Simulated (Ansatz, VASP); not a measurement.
PbSe: VASP beside Ansatz

```
Pb Se
1.0
     0.00000    3.06688    3.06688
     3.06688    0.00000    3.06688
     3.06688    3.06688    0.00000
Pb Se
1 1
Cartesian
  0.0000 0.0000 0.0000
  3.0669 3.0669 3.0669
```

Alike in both runs: functional PBE; dispersion D3(BJ); k mesh 8 × 8 × 8; occupations gaussian, width 0.01 eV; no spin polarisation.

Ansatz relaxed the structure, and its values are those at the end. VASP's run is a single point on that final structure, the one shown.

|  | VASP | Ansatz |
| --- | --- | --- |
| version | VASP 6.6.1 | Ansatz 0.2.0 |
| potentials or method | VASP PAW PBE potentials, release 64 (Pb_d, Se), cutoff 520 eV | scalar-relativistic, plane waves, PAW |
| valence electrons in the cell | 20 | 30 |

```tsv
	VASP	Ansatz	Ansatz less VASP
gap on the k mesh at the Fermi level (eV)	0.31	0.31	-0.005
least direct gap on the mesh (eV)	0.31	0.31	-0.005
pressure (GPa)	0.0	0.0	+0.02
```

VASP's potentials hold 20 valence electrons a cell and Ansatz's 30, so a difference there can come from the potentials and not from the codes.

Neither program's run includes spin-orbit coupling.
